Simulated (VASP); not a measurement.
# CdS (Fm-3m) in VASP: notebook

CdS is run at these levels: PBE+D3(BJ), PBEsol-based screened hybrid with 25 % exact exchange, B3LYP, PBE0, PBEsol-based global hybrid with 25 % exact exchange; tasks: single point, relaxation of cell and atoms.

Program: VASP 6.6.1. These are calculated values, not measurements. Logs are shortened: lines on timing, memory, paths and dates and some standing lists are left out, and cuts for length are marked.

## (1) The cell of the first run

The structure is cubic, space group Fm-3m (No. 225). The conventional cell has a = 5.769 Å, b = 5.769 Å, c = 5.769 Å, α = 90.00°, β = 90.00°, γ = 90.00°. Cd (site symmetry m-3m) has 6 S at 2.88 Å within 3.8 Å. S (site symmetry m-3m) has 6 Cd at 2.88 Å within 3.8 Å.

## (2) Single point, PBE+D3(BJ)

The input, INCAR:

```
ALGO = Normal
EDIFF = 1E-6
ENCUT = 520
GGA = PE
ISIF = 2
ISMEAR = 0
ISYM = 0
IVDW = 12
LASPH = T
LCHARG = F
LREAL = F
LWAVE = F
NBANDS = 16
NELM = 60
PREC = Accurate
SIGMA = 0.01
```

The input, KPOINTS:

```
Automatic mesh
0
Gamma
  8 8 8
  0.5 0.5 0.5
```

The input, POSCAR:

```
CdS
1.0
    0.0000000000      2.8845449761      2.8845449761
    2.8845449761      0.0000000000      2.8845449761
    2.8845449761      2.8845449761      0.0000000000
Cd S
1 1
Direct
    0.0000000000      0.0000000000      0.0000000000
    0.5000000000      0.5000000000      0.5000000000
```

Potentials or basis: VASP PAW PBE potentials, release 64 (Cd, S).

Started as:

```bash
> cat potpaw_PBE.64/Cd/POTCAR potpaw_PBE.64/S/POTCAR > POTCAR
> mpirun -np 1 vasp_std > vasp.out
```

OUTCAR:

```text
EDIFF = 1E-6
   ENCUT = 520
   GGA = PE
   ISIF = 2
   ISMEAR = 0
   ISYM = 0
   IVDW = 12
   LASPH = T
   LREAL = F
   NELM = 60
   PREC = Accurate
 IVDW          = 12

 ion  position               nearest neighbor table
   1  0.000  0.000  0.000-   2 2.88   2 2.88   2 2.88   2 2.88   2 2.88   2 2.88
   2  0.500  0.500  0.500-   1 2.88   1 2.88   1 2.88   1 2.88   1 2.88   1 2.88

IMPORTANT INFORMATION: All symmetrisations will be switched off!
NOSYMM: (Re-)initialisation of all symmetry stuff for point group C_1.

----------------------------------------------------------------------------------------

                                     Primitive cell

  volume of cell :      48.0023

  direct lattice vectors                    reciprocal lattice vectors
     0.000000000  2.884544976  2.884544976    -0.173337564  0.173337564  0.173337564
     2.884544976  0.000000000  2.884544976     0.173337564 -0.173337564  0.173337564
     2.884544976  2.884544976  0.000000000     0.173337564  0.173337564 -0.173337564

  length of vectors
     4.079362626  4.079362626  4.079362626     0.300229468  0.300229468  0.300229468

  position of ions in fractional coordinates (direct lattice)
     0.000000000  0.000000000  0.000000000
     0.500000000  0.500000000  0.500000000

  ion indices of the primitive-cell ions
   primitive index   ion index
                 1           1
                 2           2

----------------------------------------------------------------------------------------

 KPOINTS: Automatic mesh

Automatic generation of k-mesh.
 Grid dimensions read from file:
 generate k-points for:    8    8    8

 Generating k-lattice:

  Cartesian coordinates                     Fractional coordinates (reciprocal lattice)
    -0.021667196  0.021667196  0.021667196     0.125000000  0.000000000  0.000000000
     0.021667196 -0.021667196  0.021667196     0.000000000  0.125000000  0.000000000
     0.021667196  0.021667196 -0.021667196     0.000000000  0.000000000  0.125000000

  Length of vectors
     0.037528684  0.037528684  0.037528684

  Shift w.r.t. Gamma in fractional coordinates (k-lattice)
     0.500000000  0.500000000  0.500000000

 Subroutine IBZKPT returns following result:
 ===========================================

 Found   1024 irreducible k-points:

 Following reciprocal coordinates:
            Coordinates               Weight
  0.062500  0.062500  0.062500      2.000000
  0.062500  0.000000  0.000000      2.000000
  0.000000  0.000000 -0.062500      2.000000
  0.000000  0.062500  0.000000      2.000000
  0.187500  0.062500  0.062500      2.000000
  0.062500  0.187500  0.062500      2.000000
[... 16 lines left out ...]
  0.000000  0.250000 -0.062500      2.000000
  0.250000  0.000000 -0.062500      2.000000
 [... further k-points ...]
   k-points           NKPTS =   1024   k-points in BZ     NKDIM =   1024   number of bands    NBANDS=     16
   number of dos      NEDOS =    301   number of ions     NIONS =      2
   total plane-waves  NPLWV =  27000
   dimension x,y,z NGX =    30 NGY =   30 NGZ =   30
   dimension x,y,z NGXF=    60 NGYF=   60 NGZF=   60
   ions per type =               1   1
   NGX,Y,Z   is equivalent  to a cutoff of  12.23, 12.23, 12.23 a.u.
   NGXF,Y,Z  is equivalent  to a cutoff of  24.45, 24.45, 24.45 a.u.
 SYSTEM =  unknown system
   PREC   = accura    normal or accurate (medium, high low for compatibility)
   ISTART =      0    job   : 0-new  1-cont  2-samecut
   ICHARG =      2    charge: 1-file 2-atom 10-const
   ISPIN  =      1    spin polarized calculation?
   LNONCOLLINEAR =      F non collinear calculations
   LSORBIT =      F    spin-orbit coupling
   LASPH  =      T    aspherical Exc in radial PAW
   ENCUT  =  520.0 eV  38.22 Ry    6.18 a.u.   7.58  7.58  7.58*2*pi/ulx,y,z
   NELM   =     60;   NELMIN=  2; NELMDL= -5     # of ELM steps
   EDIFF  = 0.1E-05   stopping-criterion for ELM
   LREAL  =      F    real-space projection
   EDIFFG = 0.1E-04   stopping-criterion for IOM
   NSW    =      0    number of steps for IOM
   IBRION =     -1    ionic relax: 0-MD 1-quasi-New 2-CG
   NFREE  =      0    steps in history (QN), initial steepest desc. (CG)
   ISIF   =      2    stress and relaxation
   ISYM   =      0    0-nonsym 1-usesym 2-fastsym
   POTIM  = 0.5000    time-step for ionic-motion
   TEBEG  =    0.0;   TEEND  =   0.0 temperature during run
   PSTRESS=    0.0 pullay stress
   NELECT =      18.0000    total number of electrons
   NUPDOWN=      -1.0000    fix difference up-down
   EMIN   =  10.00;   EMAX   =-10.00  energy-range for DOS
   EFERMI =   0.00;   METHOD = LEGACY
   ISMEAR =     0;   SIGMA  =   0.01  broadening in eV -4-tet -1-fermi 0-gaus
   EFERMI_NEDOS =   21; number of points for ismear=-14 and -15
   IALGO  =     38    algorithm
   IMIX   =      4    mixing-type and parameters
     AMIX     =   0.40;   BMIX     =  1.00
     AMIX_MAG =   1.60;   BMIX_MAG =  1.00
  volume/ion in A,a.u.               =      24.00       161.97
  Fermi-wavevector in a.u.,A,eV,Ry     =   1.180534  2.230885 18.961890  1.393660
  Thomas-Fermi vector in A             =   2.316824
   LORBIT       =      0    0 simple, 1 ext, 2 COOP (PROOUT), +10 PAW based schemes
   GGA     = PE    functional components
   LHFCALC =     F    Hartree Fock is set to
   AEXX    =    0.0000 exact exchange contribution
   IVDW    =    12    specifies the selected vdW correction
   LEPSILON=     F    determine dielectric tensor
   LRPA    =     F    only Hartree local field effects (RPA)
 non-spin polarized calculation
 Gauss-broadening in eV      SIGMA  =   0.01
  energy-cutoff  :      520.00
  volume of cell :       48.00
 maximum number of plane-waves:      1312
   NGX = 15   NGY = 15   NGZ = 15

 number of electron      18.0000008 magnetization

 Free energy of the ion-electron system (eV)
  ---------------------------------------------------
  ext. energy  EPLUGINS =         0.00000000
  ---------------------------------------------------
  free energy    TOTEN  =        -5.71537329 eV

  energy without entropy =       -5.71537329  energy(sigma->0) =       -5.71537329

 E-fermi :   1.5435     XC(G=0):  -9.6317

 val. band max:        1.4938044149   @ k =   0.1250   0.0000  -0.3125
 cond. band min:       1.9384607523   @ k =   0.5000  -0.4375   0.0000
 fundamental gap:      0.4446563374
 Fermi energy:         1.5435362285

 k-point     1 :       0.0625    0.0625    0.0625
  band No.  band energies     occupation
      1     -10.3227      2.00000
      2      -5.9143      2.00000
      3      -5.9143      2.00000
      4      -5.9116      2.00000
      5      -5.9047      2.00000
      6      -5.9047      2.00000
[... 8 lines left out ...]
     15      11.5182      0.00000
     16      11.9425      0.00000

 k-point     2 :       0.0625    0.0000    0.0000
  band No.  band energies     occupation
      1     -10.3227      2.00000
      2      -5.9143      2.00000
      3      -5.9143      2.00000
      4      -5.9116      2.00000
      5      -5.9047      2.00000
      6      -5.9047      2.00000
[... 8 lines left out ...]
     15      11.5183      0.00000
     16      11.9425      0.00000

 k-point     3 :       0.0000    0.0000   -0.0625
  band No.  band energies     occupation
      1     -10.3227      2.00000
      2      -5.9143      2.00000
      3      -5.9143      2.00000
      4      -5.9116      2.00000
      5      -5.9047      2.00000
      6      -5.9047      2.00000
[... 8 lines left out ...]
     15      11.5183      0.00000
     16      11.9425      0.00000

 k-point     4 :       0.0000    0.0625    0.0000
  band No.  band energies     occupation
      1     -10.3227      2.00000
      2      -5.9143      2.00000
      3      -5.9143      2.00000
      4      -5.9116      2.00000
      5      -5.9047      2.00000
      6      -5.9047      2.00000
[... 8 lines left out ...]
     15      11.5183      0.00000
     16      11.9425      0.00000

 k-point     5 :       0.1875    0.0625    0.0625
  band No.  band energies     occupation
      1     -10.1979      2.00000
      2      -5.9559      2.00000
      3      -5.9379      2.00000
      4      -5.9197      2.00000
      5      -5.8908      2.00000
      6      -5.8724      2.00000
[... 8 lines left out ...]
     15      12.0177      0.00000
     16      12.2591      0.00000

 k-point     6 :       0.0625    0.1875    0.0625
  band No.  band energies     occupation
      1     -10.1979      2.00000
      2      -5.9559      2.00000
      3      -5.9379      2.00000
      4      -5.9197      2.00000
      5      -5.8908      2.00000
      6      -5.8724      2.00000
[... 8 lines left out ...]
     15      12.0177      0.00000
     16      12.2591      0.00000
[... 267 lines left out ...]
 k-point    21 :       0.3125    0.2500    0.2500
  band No.  band energies     occupation
      1      -9.9347      2.00000
      2      -6.0217      2.00000
      3      -5.9954      2.00000
      4      -5.9416      2.00000
      5      -5.8478      2.00000
      6      -5.8249      2.00000
[... 8 lines left out ...]
     15      12.0339      0.00000
     16      12.9040      0.00000

 k-point    22 :       0.0625   -0.2500    0.0000
  band No.  band energies     occupation
      1      -9.9348      2.00000
      2      -6.0217      2.00000
      3      -5.9954      2.00000
      4      -5.9416      2.00000
      5      -5.8478      2.00000
      6      -5.8249      2.00000
[... 8 lines left out ...]
     15      12.0339      0.00000
     16      12.9040      0.00000

 k-point    23 :       0.0000    0.2500   -0.0625
  band No.  band energies     occupation
      1      -9.9348      2.00000
      2      -6.0217      2.00000
      3      -5.9954      2.00000
      4      -5.9416      2.00000
      5      -5.8478      2.00000
      6      -5.8249      2.00000
[... 8 lines left out ...]
     15      12.0339      0.00000
     16      12.9040      0.00000

 k-point    24 :       0.2500    0.0000   -0.0625
  band No.  band energies     occupation
      1      -9.9348      2.00000
      2      -6.0217      2.00000
      3      -5.9954      2.00000
      4      -5.9416      2.00000
      5      -5.8478      2.00000
      6      -5.8249      2.00000
[... 8 lines left out ...]
     15      12.0339      0.00000
     16      12.9040      0.00000

 [... further k-points ...]

------------------------ aborting loop because EDIFF is reached ----------------------------------------

 Edisp (eV)   -0.64676

 E8    (eV) :    -0.2658

  FORCE on cell =-STRESS in cart. coord.  units (eV):
  Direction    XX          YY          ZZ          XY          YZ          ZX
  --------------------------------------------------------------------------------------
  -------------------------------------------------------------------------------------
  Total      -2.83721    -2.83721    -2.83722     0.00001     0.00001     0.00001
  in kB     -94.69797   -94.69797   -94.69808     0.00035     0.00035     0.00036
  external pressure =      -94.70 kB  Pullay stress =        0.00 kB

 VOLUME and BASIS-vectors are now :
 -----------------------------------------------------------------------------
  energy-cutoff  :      520.00
  volume of cell :       48.00
      direct lattice vectors                 reciprocal lattice vectors
     0.000000000  2.884544976  2.884544976    -0.173337564  0.173337564  0.173337564
     2.884544976  0.000000000  2.884544976     0.173337564 -0.173337564  0.173337564
     2.884544976  2.884544976  0.000000000     0.173337564  0.173337564 -0.173337564

 POSITION                                       TOTAL-FORCE (eV/Angst)
 -----------------------------------------------------------------------------------
      0.00000      0.00000      0.00000        -0.000000     -0.000000      0.000000
      2.88454      2.88454      2.88454         0.000000      0.000000     -0.000000
 -----------------------------------------------------------------------------------
    total drift:                               -0.000000      0.000000      0.000000

  FREE ENERGIE OF THE ION-ELECTRON SYSTEM (eV)
  ---------------------------------------------------
  free  energy   TOTEN  =        -6.3621303850 eV

  energy  without entropy=       -6.3621303850  energy(sigma->0) =       -6.36213038
```

Wall time 14 min (1 thread of Intel Xeon 8259CL, shared host); peak memory 0.81 GiB.

What came out:

- Free energy: -6.3621 eV
- Pressure: -9.5 GPa
- Band gap on the k mesh: 0.44 eV (least direct gap 1.20 eV)
- Dispersion energy per atom: -0.323 eV

Levels at points of the mesh, in eV from the valence-band top:
| k point | band 6 | band 7 | band 8 | band 9 | band 10 | band 11 | band 12 | band 13 |
| --- | --- | --- | --- | --- | --- | --- | --- | --- |
| (0.06, 0.06, 0.06) | -7.40 | -0.94 | -0.45 | -0.45 | 0.75 | 8.69 | 9.08 | 9.08 |

Caveat: the cell stands under tension; a shifted mesh leaves out Γ, where band edges can lie. A k mesh can miss the band edges.

## (3) Single point, PBEsol-based screened hybrid with 25 % exact exchange

This run uses another cell than the first one, of 20.87 Å³/atom.

The input, POSCAR:

```
CdS
1.0
    0.0000000000      2.7532440000      2.7532440000
    2.7532440000      0.0000000000      2.7532440000
    2.7532440000      2.7532440000      0.0000000000
Cd S
1 1
Direct
    0.0000000000      0.0000000000      0.0000000000
    0.5000000000      0.5000000000      0.5000000000
```

The input, INCAR.step1:

```
SYSTEM = CdS
  ALGO = Normal
  EDIFF = 1E-5
  ENCUT = 520
  GGA = PE
  ISIF = 2
  ISMEAR = -1
  LASPH = .TRUE.
  LREAL = .FALSE.
  LWAVE = .TRUE.
  NBANDS = 16
  NELM = 60
  PREC = Accurate
  SIGMA = 0.05
```

The input, INCAR.step2:

```
SYSTEM = CdS
  AEXX = 0.25
  ALGO = Normal
  EDIFF = 1E-6
  ENCUT = 520
  GGA = PS
  HFSCREEN = 0.207
  ISIF = 2
  ISMEAR = -1
  ISTART = 1
  LASPH = .TRUE.
  LCHARG = .TRUE.
  LELF = .TRUE.
  LHFCALC = .TRUE.
  LREAL = .FALSE.
  LVHAR = .TRUE.
  LWAVE = .FALSE.
  NBANDS = 16
  NELM = 60
  PREC = Accurate
  PRECFOCK = Normal
  SIGMA = 0.05
```

The input, KPOINTS:

```
k-points
0
G
  4 4 4
  0 0 0
```

Potentials or basis: VASP PAW PBE potentials, release 64 (Cd, S).

Started as:

```bash
> cat potpaw_PBE.64/Cd/POTCAR potpaw_PBE.64/S/POTCAR > POTCAR
> cp INCAR.step1 INCAR
> mpirun -np 1 vasp_std > vasp.out
> cp INCAR.step2 INCAR
> mpirun -np 1 vasp_std > vasp.out
```

Run time: 7.3 min. Hardware: 1 thread of Intel Xeon Platinum 8259CL at 2.50GHz (Skylake/Cascade Lake), shared host; peak memory 0.27 GiB.

It converged, with:

```yaml
Free_energy: -7.7828 eV
Pressure: -4.2 GPa
Band_gap_on_the_k_mesh: 1.07 eV (least direct gap 2.42 eV)
```

Levels at points of the mesh, in eV from the valence-band top:
| k point | band 6 | band 7 | band 8 | band 9 | band 10 | band 11 | band 12 | band 13 |
| --- | --- | --- | --- | --- | --- | --- | --- | --- |
| (0.00, 0.00, 0.00) | -8.82 | -0.70 | -0.70 | -0.70 | 1.72 | 10.29 | 10.29 | 10.29 |
| (0.50, 0.00, 0.00) | -8.63 | -5.21 | 0.00 | 0.00 | 4.33 | 6.91 | 6.91 | 8.12 |
| (0.50, 0.50, 0.00) | -7.82 | -4.49 | -2.21 | -2.21 | 1.07 | 6.86 | 11.06 | 12.54 |

Caveat: the k points lie up to 0.49 Å⁻¹ apart; the PAW data sets were made with another functional, which shifts forces and pressure a little. A k mesh can miss the band edges.

## (4) Single point, B3LYP

This run uses another cell than the first one, of 21.41 Å³/atom.

The input, POSCAR:

```
CdS
1.0
    0.0000000000      2.7766451943      2.7766451943
    2.7766451943      0.0000000000      2.7766451943
    2.7766451943      2.7766451943      0.0000000000
Cd S
1 1
Direct
    0.0000000000      0.0000000000      0.0000000000
    0.5000000000      0.5000000000      0.5000000000
```

The input, INCAR.step1:

```
SYSTEM = CdS
PREC = Accurate
ENCUT = 520
EDIFF = 1E-5
ISMEAR = -1
SIGMA = 0.05
LREAL = .FALSE.
LASPH = .TRUE.
NELM = 100
ALGO = Normal
ISIF = 2
LWAVE = .TRUE.
LCHARG = .FALSE.
NBANDS = 16
GGA = PE
```

The input, INCAR.step2:

```
SYSTEM = CdS
PREC = Accurate
ENCUT = 520
EDIFF = 1E-6
ISMEAR = -1
SIGMA = 0.05
LREAL = .FALSE.
LASPH = .TRUE.
NELM = 100
ALGO = Normal
ISIF = 2
LWAVE = .FALSE.
LCHARG = .FALSE.
GGA = B3
LHFCALC = .TRUE.
AEXX = 0.2
AGGAX = 0.72
AGGAC = 0.81
ALDAC = 0.19
PRECFOCK = Normal
NBANDS = 16
ISTART = 1
```

The input, KPOINTS:

```
Automatic mesh
0
G
  4 4 4
  0 0 0
```

Started as:

```bash
> cat potpaw_PBE.64/Cd/POTCAR potpaw_PBE.64/S/POTCAR > POTCAR
> cp INCAR.step1 INCAR
> mpirun -np 1 vasp_std > vasp.out
> cp INCAR.step2 INCAR
> mpirun -np 1 vasp_std > vasp.out
```

Wall time 5.8 min (1 thread of Intel Xeon Platinum 8259CL at 2.50GHz (Skylake/Cascade Lake), shared host); peak memory 0.17 GiB.

It converged, with:

```yaml
Free_energy: -6.5192 eV
Pressure: 0.3 GPa
Band_gap_on_the_k_mesh: 1.48 eV (least direct gap 2.73 eV)
```

Levels at points of the mesh, in eV from the valence-band top:
| k point | band 6 | band 7 | band 8 | band 9 | band 10 | band 11 | band 12 | band 13 |
| --- | --- | --- | --- | --- | --- | --- | --- | --- |
| (0.00, 0.00, 0.00) | -8.68 | -0.65 | -0.65 | -0.65 | 2.08 | 10.91 | 10.91 | 10.91 |
| (0.50, 0.00, 0.00) | -8.51 | -4.96 | 0.00 | 0.00 | 5.06 | 7.44 | 7.44 | 8.12 |
| (0.50, 0.50, 0.00) | -7.76 | -4.13 | -2.04 | -2.04 | 1.48 | 7.72 | 11.42 | 12.73 |

Caveat: the k points lie up to 0.49 Å⁻¹ apart; the PAW data sets were made with another functional, which shifts forces and pressure a little.

(Part 1 of 2 ends here.)
